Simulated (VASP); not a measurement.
# Al2Ru (I4/mmm) in VASP: a series of runs

The runs below take Al2Ru through single point, with PBEsol.

Program: VASP 6.6.1. These are calculated values, not measurements. Logs are shortened: lines on timing, memory, paths and dates and some standing lists are left out, and cuts for length are marked.

**1. The cell of the first run**

It takes space group I4/mmm (No. 139, tetragonal). The conventional cell has a = 3.121 Å, b = 3.121 Å, c = 8.444 Å, α = 90.00°, β = 90.00°, γ = 90.00°. Within 3.4 Å of Al (site symmetry 4mm) lie 5 Ru at 2.58 to 2.88 Å and 9 Al at 2.69 to 3.12 Å. Ru (site symmetry 4/mmm) has 10 Al at 2.58 to 2.88 Å and 4 Ru at 3.12 Å within 3.4 Å.

**2. Single point, PBEsol**

Input file INCAR:

```
PREC     = Accurate       # precision mode
ENCUT    = 520            # plane-wave cutoff, eV
EDIFF    = 1E-7           # SCF threshold, eV
ISMEAR   = 0              # smearing method
SIGMA    = 0.1            # smearing width, eV
LREAL    = False          # projectors in reciprocal space
LASPH    = True           # aspherical terms in the spheres
NELM     = 80             # most SCF steps
ALGO     = Normal         # electronic algorithm
ISIF     = 2              # what is computed and relaxed
LWAVE    = False          # write WAVECAR
LCHARG   = False          # write CHGCAR
GGA      = PS             # functional
NBANDS   = 17             # bands
```

Input file KPOINTS:

```
Automatic mesh
0
Gamma
  9 9 9
```

Input file POSCAR:

```
Al2Ru
1.0
   -1.5604216200      1.5604216200      4.2218055900
    1.5604216200     -1.5604216200      4.2218055900
    1.5604216200      1.5604216200     -4.2218055900
Al Ru
2 1
Direct
    0.6592021900      0.6592021900      0.0000000000
    0.3407978100      0.3407978100      0.0000000000
    0.0000000000      0.0000000000      0.0000000000
```

Potentials or basis: VASP PAW PBE potentials, release 64 (Al, Ru_pv).

Started as:

```console
> cat potpaw_PBE.64/Al/POTCAR potpaw_PBE.64/Ru_pv/POTCAR > POTCAR
> mpirun -np 1 vasp_std > vasp.out
```

OUTCAR:

```text
PREC = Accurate
   ENCUT = 520
   EDIFF = 1E-7
   ISMEAR = 0
   LREAL = False
   LASPH = True
   NELM = 80
   ISIF = 2
   GGA = PS

 ion  position               nearest neighbor table
   1  0.659  0.659  0.000-   3 2.58   3 2.58   3 2.58   3 2.58   2 2.69   2 2.69   2 2.69   2 2.69
                             2 2.69   3 2.88
   2  0.341  0.341  0.000-   3 2.58   3 2.58   3 2.58   3 2.58   1 2.69   1 2.69   1 2.69   1 2.69
                             1 2.69   3 2.88
   3  0.000  0.000  0.000-   1 2.58   1 2.58   1 2.58   2 2.58   1 2.58   2 2.58   2 2.58   2 2.58
                             1 2.88   2 2.88

  LATTYP: Found a body centered tetragonal cell.
 ALAT       =     3.1208432400
 C/A-ratio  =     2.7055544065

  Lattice vectors:

 A1 = (  -1.5604216200,   1.5604216200,   4.2218055900)
 A2 = (   1.5604216200,  -1.5604216200,   4.2218055900)
 A3 = (   1.5604216200,   1.5604216200,  -4.2218055900)

Analysis of symmetry for initial positions (statically):
=====================================================================
 Subroutine PRICEL returns:
 Original cell was already a primitive cell.

 Routine SETGRP: Setting up the symmetry group for a
 body centered tetragonal supercell.

 Subroutine GETGRP returns: Found 16 space group operations
 (whereof 16 operations were pure point group operations)
 out of a pool of 16 trial point group operations.

The static configuration has the point symmetry D_4h.

Analysis of symmetry for dynamics (positions and initial velocities):
=====================================================================
 Subroutine PRICEL returns:
 Original cell was already a primitive cell.

 Routine SETGRP: Setting up the symmetry group for a
 body centered tetragonal supercell.

 Subroutine GETGRP returns: Found 16 space group operations
 (whereof 16 operations were pure point group operations)
 out of a pool of 16 trial point group operations.

The dynamic configuration has the point symmetry D_4h.

 Subroutine INISYM returns: Found 16 space group operations
 (whereof 16 operations are pure point group operations),
 and found     1 'primitive' translations

----------------------------------------------------------------------------------------

                                     Primitive cell

  volume of cell :      41.1190

  direct lattice vectors                    reciprocal lattice vectors
    -1.560421620  1.560421620  4.221805590     0.000000000  0.320426219  0.118432739
     1.560421620 -1.560421620  4.221805590     0.320426219  0.000000000  0.118432739
[... 85 lines left out ...]
   ENCUT  =  520.0 eV  38.22 Ry    6.18 a.u.   8.86  8.86  8.86*2*pi/ulx,y,z
   NELM   =     80;   NELMIN=  2; NELMDL= -5     # of ELM steps
   EDIFF  = 0.1E-06   stopping-criterion for ELM
   LREAL  =      F    real-space projection
   EDIFFG = 0.1E-05   stopping-criterion for IOM
   NSW    =      0    number of steps for IOM
   IBRION =     -1    ionic relax: 0-MD 1-quasi-New 2-CG
   NFREE  =      0    steps in history (QN), initial steepest desc. (CG)
   ISIF   =      2    stress and relaxation
   ISYM   =      2    0-nonsym 1-usesym 2-fastsym
   POTIM  = 0.5000    time-step for ionic-motion
   TEBEG  =    0.0;   TEEND  =   0.0 temperature during run
   PSTRESS=    0.0 pullay stress
   NELECT =      20.0000    total number of electrons
   NUPDOWN=      -1.0000    fix difference up-down
   EMIN   =  10.00;   EMAX   =-10.00  energy-range for DOS
   EFERMI =   0.00;   METHOD = LEGACY
   ISMEAR =     0;   SIGMA  =   0.10  broadening in eV -4-tet -1-fermi 0-gaus
   EFERMI_NEDOS =   21; number of points for ismear=-14 and -15
   IALGO  =     38    algorithm
   IMIX   =      4    mixing-type and parameters
     AMIX     =   0.40;   BMIX     =  1.00
     AMIX_MAG =   1.60;   BMIX_MAG =  1.00
  volume/ion in A,a.u.               =      13.71        92.49
  Fermi-wavevector in a.u.,A,eV,Ry     =   1.287471  2.432967 22.552766  1.657582
  Thomas-Fermi vector in A             =   2.419483
   LORBIT       =      0    0 simple, 1 ext, 2 COOP (PROOUT), +10 PAW based schemes
   GGA     = PS    functional components
   LHFCALC =     F    Hartree Fock is set to
   AEXX    =    0.0000 exact exchange contribution
   IVDW    =     0    specifies the selected vdW correction
   LEPSILON=     F    determine dielectric tensor
   LRPA    =     F    only Hartree local field effects (RPA)
 non-spin polarized calculation
 Gauss-broadening in eV      SIGMA  =   0.10
  energy-cutoff  :      520.00
  volume of cell :       41.12
 maximum number of plane-waves:      1126
   NGX = 17   NGY = 17   NGZ = 17

 number of electron      19.9999999 magnetization

 Free energy of the ion-electron system (eV)
  ---------------------------------------------------
  ext. energy  EPLUGINS =         0.00000000
  ---------------------------------------------------
  free energy    TOTEN  =       -20.33105432 eV

  energy without entropy =      -20.33009180  energy(sigma->0) =      -20.33057306

 E-fermi :  10.5385     XC(G=0): -12.0215

 val. band max:       10.1538590124   @ k =   0.3333   0.2222   0.1111
 cond. band min:      10.5580527835   @ k =  -0.4444  -0.4444   0.1111
 fundamental gap:      0.4041937711
 Fermi energy:        10.5384704042

 k-point     1 :       0.0000    0.0000    0.0000
  band No.  band energies     occupation
      1     -32.0484      2.00000
      2     -32.0484      2.00000
      3     -31.9702      2.00000
      4      -0.4001      2.00000
      5       5.0911      2.00000
      6       6.6958      2.00000
[... 457 lines left out ...]
      4       4.0832      2.00000
      5       5.2213      2.00000
      6       6.7879      2.00000
[... 9 lines left out ...]
     16      16.4940      0.00000
     17      19.1228      0.00000

 [... further k-points ...]
[... 5 lines left out ...]
  --------------------------------------------------------------------------------------
  -------------------------------------------------------------------------------------
  Total       -0.0221446     -0.0221446     -0.2320689      0.0000000     -0.0000000      0.0000000
  in kB       -0.8628517     -0.8628517     -9.0424359      0.0000000     -0.0000000      0.0000000
  external PRESSURE =      -3.5893797 kB  Pullay stress =       0.0000000 kB

 VOLUME and BASIS-vectors are now :
 -----------------------------------------------------------------------------
  energy-cutoff  :      520.00
  volume of cell :       41.12
      direct lattice vectors                 reciprocal lattice vectors
    -1.560421620  1.560421620  4.221805590     0.000000000  0.320426219  0.118432739
     1.560421620 -1.560421620  4.221805590     0.320426219  0.000000000  0.118432739
     1.560421620  1.560421620 -4.221805590     0.320426219  0.320426219  0.000000000

 POSITION                                       TOTAL-FORCE (eV/Angst)
 -----------------------------------------------------------------------------------
      0.00000      0.00000      5.56605         0.000000      0.000000     -0.055254
      0.00000      0.00000      2.87756        -0.000000     -0.000000      0.055254
      0.00000      0.00000      0.00000        -0.000000     -0.000000     -0.000000
 -----------------------------------------------------------------------------------
    total drift:                                0.000000     -0.000000      0.000000

  FREE ENERGIE OF THE ION-ELECTRON SYSTEM (eV)
  ---------------------------------------------------
  free  energy   TOTEN  =       -20.3310543221 eV

  energy  without entropy=      -20.3300918021  energy(sigma->0) =      -20.33057306
```

Wall time 32 s (1 thread of Intel Xeon 6975P-C (Granite Rapids), shared host); peak memory 0.22 GiB.

Results:

| Property | Result |
| --- | --- |
| Free energy | -20.3311 eV |
| Pressure | -0.4 GPa |
| Largest force | 0.055 eV/Å |
| Band gap on the k mesh | zero (band 10 reaches 10.69 eV, above the bottom of band 11 at 10.56 eV) |

Forces in eV/Å, atoms in the order of the input:
```
Al   0.000  0.000 -0.055
Al   0.000  0.000  0.055
Ru   0.000  0.000  0.000
```

Stress tensor (GPa, compression positive):
```
-0.09  0.00  0.00
 0.00 -0.09  0.00
 0.00  0.00 -0.90
```

Caveat: the PAW data sets were made with another functional, which shifts forces and pressure a little.

**3. Single point, PBEsol**

Input file INCAR:

```
PREC = Accurate
ENCUT = 520
EDIFF = 1E-6
ISMEAR = 0
SIGMA = 0.2
LREAL = F
LASPH = T
NELM = 60
ALGO = Normal
ISIF = 2
LWAVE = F
LCHARG = F
GGA = PS
NBANDS = 17
```

Input file KPOINTS:

```
regular mesh
0
Gamma
  9 9 9
```

POSCAR is that of step 2.

Potentials or basis: VASP PAW PBE potentials, release 64 (Al, Ru_pv).

Started as:

```console
> cat potpaw_PBE.64/Al/POTCAR potpaw_PBE.64/Ru_pv/POTCAR > POTCAR
> mpirun -np 1 vasp_std > vasp.out
```

OUTCAR:

```text
PREC = Accurate
   ENCUT = 520
   EDIFF = 1E-6
   ISMEAR = 0
   LREAL = F
   LASPH = T
   NELM = 60
   ISIF = 2
   GGA = PS

 ion  position               nearest neighbor table
   1  0.659  0.659  0.000-   3 2.58   3 2.58   3 2.58   3 2.58   2 2.69   2 2.69   2 2.69   2 2.69
                             2 2.69   3 2.88
   2  0.341  0.341  0.000-   3 2.58   3 2.58   3 2.58   3 2.58   1 2.69   1 2.69   1 2.69   1 2.69
                             1 2.69   3 2.88
   3  0.000  0.000  0.000-   1 2.58   1 2.58   1 2.58   2 2.58   1 2.58   2 2.58   2 2.58   2 2.58
                             1 2.88   2 2.88

  LATTYP: Found a body centered tetragonal cell.
 ALAT       =     3.1208432400
 C/A-ratio  =     2.7055544065

  Lattice vectors:

 A1 = (  -1.5604216200,   1.5604216200,   4.2218055900)
 A2 = (   1.5604216200,  -1.5604216200,   4.2218055900)
 A3 = (   1.5604216200,   1.5604216200,  -4.2218055900)

Analysis of symmetry for initial positions (statically):
=====================================================================
 Subroutine PRICEL returns:
 Original cell was already a primitive cell.

 Routine SETGRP: Setting up the symmetry group for a
[... 166 lines left out ...]
  free energy    TOTEN  =       -20.33238066 eV

  energy without entropy =      -20.32839637  energy(sigma->0) =      -20.33038851

 E-fermi :  10.4625     XC(G=0): -12.0214

 val. band max:       10.1538035533   @ k =   0.3333   0.2222   0.1111
 cond. band min:      10.5588733809   @ k =  -0.4444  -0.4444   0.1111
 fundamental gap:      0.4050698276
 Fermi energy:        10.4625373664

 k-point     1 :       0.0000    0.0000    0.0000
  band No.  band energies     occupation
      1     -32.0466      2.00000
      2     -32.0466      2.00000
      3     -31.9686      2.00000
      4      -0.4003      2.00000
      5       5.0917      2.00000
      6       6.6972      2.00000
[... 457 lines left out ...]
      4       4.0842      2.00000
      5       5.2213      2.00000
      6       6.7881      2.00000
[... 9 lines left out ...]
     16      16.4946      0.00000
     17      19.1230      0.00000

 [... further k-points ...]
[... 5 lines left out ...]
  --------------------------------------------------------------------------------------
  -------------------------------------------------------------------------------------
  Total       -0.0133660     -0.0133660     -0.2315794      0.0000000      0.0000000      0.0000000
  in kB       -0.5208000     -0.5208000     -9.0233609      0.0000000      0.0000000      0.0000000
  external PRESSURE =      -3.3549870 kB  Pullay stress =       0.0000000 kB

 VOLUME and BASIS-vectors are now :
 -----------------------------------------------------------------------------
  energy-cutoff  :      520.00
  volume of cell :       41.12
      direct lattice vectors                 reciprocal lattice vectors
    -1.560421620  1.560421620  4.221805590     0.000000000  0.320426219  0.118432739
     1.560421620 -1.560421620  4.221805590     0.320426219  0.000000000  0.118432739
     1.560421620  1.560421620 -4.221805590     0.320426219  0.320426219  0.000000000

 POSITION                                       TOTAL-FORCE (eV/Angst)
 -----------------------------------------------------------------------------------
      0.00000      0.00000      5.56605        -0.000000     -0.000000     -0.057999
      0.00000      0.00000      2.87756         0.000000      0.000000      0.057999
      0.00000      0.00000      0.00000        -0.000000     -0.000000      0.000000
 -----------------------------------------------------------------------------------
    total drift:                                0.000000     -0.000000      0.000000

  FREE ENERGIE OF THE ION-ELECTRON SYSTEM (eV)
  ---------------------------------------------------
  free  energy   TOTEN  =       -20.3323806605 eV

  energy  without entropy=      -20.3283963659  energy(sigma->0) =      -20.33038851
```

OSZICAR:

```text
N       E                     dE             d eps       ncg     rms          rms(c)
DAV:   1     0.120149805749E+03    0.12015E+03   -0.10576E+04  2606   0.109E+03
DAV:   2    -0.188599685817E+02   -0.13901E+03   -0.13479E+03  2934   0.288E+02
DAV:   3    -0.212996705982E+02   -0.24397E+01   -0.24279E+01  3160   0.386E+01
DAV:   4    -0.213197083815E+02   -0.20038E-01   -0.20031E-01  2986   0.364E+00
DAV:   5    -0.213201504445E+02   -0.44206E-03   -0.44204E-03  3339   0.489E-01    0.137E+01
DAV:   6    -0.207255687121E+02    0.59458E+00   -0.67400E+00  2665   0.219E+01    0.395E+00
DAV:   7    -0.203998070621E+02    0.32576E+00   -0.16808E+00  2649   0.109E+01    0.293E+00
DAV:   8    -0.203370131066E+02    0.62794E-01   -0.12961E-01  2899   0.325E+00    0.573E-01
DAV:   9    -0.203326089653E+02    0.44041E-02   -0.52139E-03  3175   0.439E-01    0.263E-01
DAV:  10    -0.203324274842E+02    0.18148E-03   -0.10346E-03  2874   0.280E-01    0.830E-02
DAV:  11    -0.203323872480E+02    0.40236E-04   -0.32414E-04  2805   0.161E-01    0.435E-02
DAV:  12    -0.203323809857E+02    0.62622E-05   -0.27847E-05  3315   0.479E-02    0.503E-03
DAV:  13    -0.203323806605E+02    0.32523E-06   -0.57561E-07  1692   0.623E-03
   1 F= -.20332381E+02 E0= -.20330389E+02  d E =-.398429E-02
```

stdout:

```text
POSCAR found type information on POSCAR AlRu
 POSCAR found :  2 types and       3 ions
 scaLAPACK will be used
 -----------------------------------------------------------------------------
|                                                                             |
|                                                                             |
|     You enforced a specific xc type in the INCAR file but a different       |
|     I HOPE YOU KNOW WHAT YOU ARE DOING!                                     |
|                                                                             |
 -----------------------------------------------------------------------------

 LDA part: xc-table for (Slater+PW92), standard interpolation
 POSCAR, INCAR and KPOINTS ok, starting setup
 FFT: planning ... GRIDC
 FFT: planning ... GRID_SOFT
 FFT: planning ... GRID
 WAVECAR not read
 entering main loop
```

Wall time 25 s (1 thread of Intel Xeon 6975P-C (Granite Rapids), shared host); peak memory 0.22 GiB.

Results:

- Free energy: -20.3324 eV
- Pressure: -0.3 GPa
- Largest force: 0.058 eV/Å
- Band gap on the k mesh: zero (band 10 reaches 10.69 eV, above the bottom of band 11 at 10.56 eV)

Forces on the atoms (eV/Å):
```
Al   0.000  0.000 -0.058
Al   0.000  0.000  0.058
Ru   0.000  0.000  0.000
```

Caveat: the PAW data sets were made with another functional, which shifts forces and pressure a little.

**4. Single point, PBEsol**

Input file INCAR:

```
PREC = Accurate
ENCUT = 520
EDIFF = 1E-6
ISMEAR = 0
SIGMA = 0.4
LREAL = False
LASPH = True
NELM = 80
ALGO = Normal
ISIF = 2
LWAVE = False
LCHARG = True
GGA = PS
LELF = True
LVHAR = True
NBANDS = 17
```

KPOINTS is that of step 3.

POSCAR is that of step 3.

Started as:

```console
> cat potpaw_PBE.64/Al/POTCAR potpaw_PBE.64/Ru_pv/POTCAR > POTCAR
> mpirun -np 1 vasp_std > vasp.out
```

Run time: 61 s. Hardware: 1 thread of Intel Xeon Platinum 8259CL at 2.50GHz (Skylake/Cascade Lake), shared host; peak memory 0.23 GiB.

The run converged. Its results:

```yaml
Free_energy: -20.3440 eV
Pressure: -0.2 GPa
Largest_force: 0.094 eV/Å
Band_gap_on_the_k_mesh: zero (band 10 reaches 10.68 eV, above the bottom of band 11 at 10.58 eV)
```

Forces in eV/Å, atoms in the order of the input:
```
Al   0.000  0.000 -0.094
Al   0.000  0.000  0.094
Ru   0.000  0.000  0.000
```

Stress tensor (GPa, compression positive):
```
 0.24  0.00  0.00
 0.00  0.24  0.00
 0.00  0.00 -1.10
```

Levels at points of the mesh, in eV from the Fermi level:
| k point | band 6 | band 7 | band 8 | band 9 | band 10 | band 11 | band 12 | band 13 | band 14 | band 15 |
| --- | --- | --- | --- | --- | --- | --- | --- | --- | --- | --- |
| (0.00, 0.00, 0.00) | -3.70 | -1.88 | -1.87 | -1.87 | -0.82 | 2.50 | 4.75 | 6.23 | 6.23 | 6.33 |

Caveat: the PAW data sets were made with another functional, which shifts forces and pressure a little.

**5. Single point, PBEsol**

Input file INCAR:

```
  ALGO = Normal
  EDIFF = 1E-6
  ENCUT = 520
  GGA = PS
  ISIF = 2
  ISMEAR = 0
  LASPH = True
  LCHARG = True
  LELF = True
  LREAL = False
  LVHAR = True
  LWAVE = False
  NBANDS = 17
  NELM = 100
  PREC = Accurate
  SIGMA = 0.1
```

Input file KPOINTS:

```
k-points
0
Gamma
  10 10 10
```

POSCAR is that of step 4.

Started as:

```console
> cat potpaw_PBE.64/Al/POTCAR potpaw_PBE.64/Ru_pv/POTCAR > POTCAR
> mpirun -np 1 vasp_std > vasp.out
```

It took 83 s on 1 thread of Intel Xeon Platinum 8259CL at 2.50GHz (Skylake/Cascade Lake), shared host; peak memory 0.24 GiB.

It converged, with:

```
Free energy            : -20.3290 eV
Pressure               : -0.3 GPa
Largest force          : 0.046 eV/Å
Band gap on the k mesh : zero (band 10 reaches 10.63 eV, above the bottom of band 11 at 10.59 eV)
```

Forces on the atoms (eV/Å):
```
Al   0.000  0.000 -0.046
Al   0.000  0.000  0.046
Ru   0.000  0.000  0.000
```

Stress tensor (GPa, compression positive):
```
-0.11  0.00  0.00
 0.00 -0.11  0.00
 0.00  0.00 -0.82
```

Levels at points of the mesh, in eV from the Fermi level:
```tsv
k point	band 7	band 8	band 9	band 10	band 11	band 12	band 13	band 14
(0.00, 0.00, 0.00)	-2.00	-2.00	-2.00	-0.97	2.38	4.65	6.10	6.10
(0.50, 0.00, 0.00)	-2.95	-2.76	-2.57	-1.44	0.56	3.03	5.09	6.98
(0.50, 0.50, 0.00)	-3.44	-3.11	-1.29	-0.36	0.26	1.82	1.99	4.76
(0.50, 0.50, 0.50)	-2.64	-1.57	-1.57	-0.95	3.14	3.14	6.28	6.44
```

Caveat: the PAW data sets were made with another functional, which shifts forces and pressure a little.

**6. The runs side by side**

```csv
k mesh,smearing,gap on the mesh (eV),pressure (GPa),largest force (eV/Å)
9 × 9 × 9,gaussian 0.1 eV,none,-0.4,0.06
9 × 9 × 9,gaussian 0.2 eV,none,-0.3,0.06
9 × 9 × 9,gaussian 0.4 eV,none,-0.2,0.09
10 × 10 × 10,gaussian 0.1 eV,none,-0.3,0.05
```

Alike in all rows: task single point; level PBEsol; potentials or basis VASP PAW PBE potentials, release 64 (Al, Ru_pv); no spin polarisation; cell as given; cutoff (eV) 520.

Every run on the cell as given and a fine mesh finds a metal.

Caveats: the PAW data sets were made with another functional, which shifts forces and pressure a little.

Absolute energies hang on the potentials; compare differences alone.
